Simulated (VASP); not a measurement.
# Bi6Te (P1) in VASP: single point with PBE

Aim: the single point of Bi6Te with PBE.

Program: VASP 6.6.1. These are calculated values, not measurements. Logs are shortened: lines on timing, memory, paths and dates and some standing lists are left out, and cuts for length are marked.

## Step 1: The cell of the first run

The typed cell holds 7 atoms: a = 4.620 Å, b = 4.380 Å, c = 14.056 Å, α = 89.25°, β = 87.96°, γ = 118.68°.

## Step 2: Single point, PBE

INCAR reads:

```
ALGO = Fast
EDIFF = 1E-6
ENCUT = 520
GGA = PE
ISIF = 2
ISMEAR = 0
LASPH = True
LCHARG = True
LELF = True
LREAL = False
LVHAR = True
LWAVE = False
NBANDS = 57
NELM = 60
PREC = Accurate
SIGMA = 0.2
```

KPOINTS reads:

```
k-points
0
Gamma
  6 6 2
```

POSCAR reads:

```
Bi6Te
1.0
    4.6180200166      0.1211100508      0.0791954254
   -2.2027413107      3.7857884397      0.0297580168
    0.2532800903      0.2494843477     14.0513843548
Bi Te
6 1
Direct
   -0.0378043013     -0.0225655151      0.2810559320
    0.3512144831      0.6778388249      0.4354971540
    1.0380433677      1.0227997824      0.7189491779
    0.6486406236      0.3211845585      0.5644782737
    0.3453885094      0.6725714689      0.8519474192
    0.6543503114      0.3271262063      0.1480991786
    0.0001670060      1.0010446740     -0.0000271354
```

Potentials or basis: VASP PAW PBE potentials, release 64 (Bi_d, Te).

Run with:

```
$ cat potpaw_PBE.64/Bi_d/POTCAR potpaw_PBE.64/Te/POTCAR > POTCAR
$ mpirun -np 1 vasp_std > vasp.out
```

OUTCAR:

```text
EDIFF = 1E-6
   ENCUT = 520
   GGA = PE
   ISIF = 2
   ISMEAR = 0
   LASPH = True
   LREAL = False
   NELM = 60
   PREC = Accurate

 ion  position               nearest neighbor table
   1  0.962  0.977  0.281-   6 3.17   6 3.17   2 3.22   6 3.30   2 3.48   2 3.54
   2  0.351  0.678  0.435-   4 3.12   4 3.13   1 3.22   4 3.30   1 3.48   1 3.54
   3  0.038  0.023  0.719-   5 3.17   5 3.17   4 3.21   5 3.30   4 3.48   4 3.54
   4  0.649  0.321  0.564-   2 3.12   2 3.13   3 3.21   2 3.30   3 3.48   3 3.54
   5  0.345  0.673  0.852-   3 3.17   3 3.17   7 3.26   3 3.30   7 3.31   7 3.45
   6  0.654  0.327  0.148-   1 3.17   1 3.17   7 3.27   1 3.30   7 3.31   7 3.45
   7  0.000  0.001  1.000-   5 3.26   6 3.27   6 3.31   5 3.31   6 3.45   5 3.45

  LATTYP: Found a triclinic cell.
 ALAT       =     4.3800854936
 B/A-ratio  =     1.0489488397
 C/A-ratio  =     3.6422292411
 COS(alpha) =     0.0130359768
 COS(beta)  =     0.4250532725
 COS(gamma) =     0.4707606018

  Lattice vectors:

 A1 = (   2.2027413107,  -3.7857884397,  -0.0297580168)
 A2 = (  -2.4152787059,  -3.9068984905,  -0.1089534422)
 A3 = (   6.5674812370,  -3.9141627366, -14.0019469462)

Analysis of symmetry for initial positions (statically):
=====================================================================
 Subroutine PRICEL returns:
 Original cell was already a primitive cell.

 Routine SETGRP: Setting up the symmetry group for a
 triclinic supercell.

 Subroutine GETGRP returns: Found  1 space group operations
 (whereof  1 operations were pure point group operations)
 out of a pool of  2 trial point group operations.

The static configuration has the point symmetry C_1 .

Analysis of symmetry for dynamics (positions and initial velocities):
=====================================================================
 Subroutine PRICEL returns:
 Original cell was already a primitive cell.

 Routine SETGRP: Setting up the symmetry group for a
 triclinic supercell.

 Subroutine GETGRP returns: Found  1 space group operations
 (whereof  1 operations were pure point group operations)
 out of a pool of  2 trial point group operations.

The dynamic configuration has the point symmetry C_1 .

 Subroutine INISYM returns: Found  1 space group operations
 (whereof  1 operations are pure point group operations),
 and found     1 'primitive' translations

----------------------------------------------------------------------------------------

[... 107 lines left out ...]
   NFREE  =      0    steps in history (QN), initial steepest desc. (CG)
   ISIF   =      2    stress and relaxation
   ISYM   =      2    0-nonsym 1-usesym 2-fastsym
   POTIM  = 0.5000    time-step for ionic-motion
   TEBEG  =    0.0;   TEEND  =   0.0 temperature during run
   PSTRESS=    0.0 pullay stress
   NELECT =      96.0000    total number of electrons
   NUPDOWN=      -1.0000    fix difference up-down
   EMIN   =  10.00;   EMAX   =-10.00  energy-range for DOS
   EFERMI =   0.00;   METHOD = LEGACY
   ISMEAR =     0;   SIGMA  =   0.20  broadening in eV -4-tet -1-fermi 0-gaus
   EFERMI_NEDOS =   21; number of points for ismear=-14 and -15
   IALGO  =     68    algorithm
   IMIX   =      4    mixing-type and parameters
     AMIX     =   0.40;   BMIX     =  1.00
     AMIX_MAG =   1.60;   BMIX_MAG =  1.00
  volume/ion in A,a.u.               =      35.61       240.29
  Fermi-wavevector in a.u.,A,eV,Ry     =   1.191108  2.250868 19.303115  1.418739
  Thomas-Fermi vector in A             =   2.327178
   LORBIT       =      0    0 simple, 1 ext, 2 COOP (PROOUT), +10 PAW based schemes
   GGA     = PE    functional components
   LHFCALC =     F    Hartree Fock is set to
   AEXX    =    0.0000 exact exchange contribution
   IVDW    =     0    specifies the selected vdW correction
   LEPSILON=     F    determine dielectric tensor
   LRPA    =     F    only Hartree local field effects (RPA)
 non-spin polarized calculation
 RMM-DIIS sequential band-by-band and
 Gauss-broadening in eV      SIGMA  =   0.20
  energy-cutoff  :      520.00
  volume of cell :      249.25
 maximum number of plane-waves:      6738
 NGX is ok and might be reduce to    36
   NGX = 17   NGY = 17   NGZ = 53

 number of electron      95.9999984 magnetization

 Free energy of the ion-electron system (eV)
  ---------------------------------------------------
  ext. energy  EPLUGINS =         0.00000000
  ---------------------------------------------------
  free energy    TOTEN  =       -26.21860261 eV

  energy without entropy =      -26.14816303  energy(sigma->0) =      -26.18338282

 E-fermi :   6.0422     XC(G=0):  -9.4103

 val. band max:        6.0421048359   @ k =   0.1667   0.3333   0.0000
 cond. band min:       6.0666181051   @ k =   0.3333  -0.0000   0.5000
 fundamental gap:      0.0245132692
 Fermi energy:         6.0421984908

 k-point     1 :       0.0000    0.0000    0.0000
  band No.  band energies     occupation
      1     -16.8717      2.00000
      2     -16.8638      2.00000
      3     -16.8629      2.00000
      4     -16.8582      2.00000
      5     -16.8156      2.00000
      6     -16.8151      2.00000
[... 1429 lines left out ...]
     56       9.9756      0.00000
     57      10.0785      0.00000

 [... further k-points ...]

------------------------ aborting loop because EDIFF is reached ----------------------------------------

  FORCE on cell =-STRESS in cart. coord.  units (eV):
  Direction    XX          YY          ZZ          XY          YZ          ZX
  --------------------------------------------------------------------------------------
  -------------------------------------------------------------------------------------
  Total       -0.0523518     -0.0500175      0.0256154     -0.0081018     -0.0320771      0.0252065
  in kB       -0.3365116     -0.3215068      0.1646531     -0.0520775     -0.2061884      0.1620248
  external PRESSURE =      -0.1644551 kB  Pullay stress =       0.0000000 kB

 VOLUME and BASIS-vectors are now :
 -----------------------------------------------------------------------------
  energy-cutoff  :      520.00
  volume of cell :      249.25
      direct lattice vectors                 reciprocal lattice vectors
     4.618020017  0.121110051  0.079195425     0.213389405  0.124207084 -0.006051718
    -2.202741311  3.785788440  0.029758017    -0.006748162  0.260254752 -0.004499223
     0.253280090  0.249484348 14.051384355    -0.001188399 -0.001251215  0.071211002

 POSITION                                       TOTAL-FORCE (eV/Angst)
 -----------------------------------------------------------------------------------
      2.36159      3.88701      4.05451         0.002448     -0.004071      0.012213
      0.23911      2.71734      6.16732         0.004676      0.005344     -0.018341
      0.30756      0.27029     10.10592        -0.004756     -0.001551     -0.013082
      2.43092      1.43532      7.99263        -0.004800     -0.002851      0.018837
      0.32929      2.80059     12.01841         0.003326      0.000384      0.005700
      2.33874      1.35463      2.14255        -0.000725      0.006403     -0.008021
      0.25174      0.25345     14.05105        -0.000170     -0.003657      0.002694
 -----------------------------------------------------------------------------------
    total drift:                                0.000155      0.000037     -0.000027

  FREE ENERGIE OF THE ION-ELECTRON SYSTEM (eV)
  ---------------------------------------------------
  free  energy   TOTEN  =       -26.2186026131 eV

  energy  without entropy=      -26.1481630282  energy(sigma->0) =      -26.18338282
```

stdout:

```text
POSCAR found type information on POSCAR BiTe
 POSCAR found :  2 types and       7 ions
 scaLAPACK will be used
 LDA part: xc-table for (Slater+PW92), standard interpolation
 POSCAR, INCAR and KPOINTS ok, starting setup
 FFT: planning ... GRIDC
 FFT: planning ... GRID_SOFT
 FFT: planning ... GRID
 WAVECAR not read
 entering main loop
```

It took 19 min on 1 thread of Intel Xeon 8259CL, shared host; peak memory 0.64 GiB.

What came out:

```
Free energy            : -26.2186 eV
Pressure               : 0.0 GPa
Largest force          : 0.020 eV/Å
Band gap on the k mesh : zero (bands 48 and 49 overlap by 0.63 eV)
```

Forces in eV/Å, atoms in the order of the input:
```
Bi   0.002 -0.004  0.012
Bi   0.005  0.005 -0.018
Bi  -0.005 -0.002 -0.013
Bi  -0.005 -0.003  0.019
Bi   0.003  0.000  0.006
Bi  -0.001  0.006 -0.008
Te   0.000 -0.004  0.003
```

Caveat: spin-orbit coupling is left out, which moves the levels of the heavy elements.
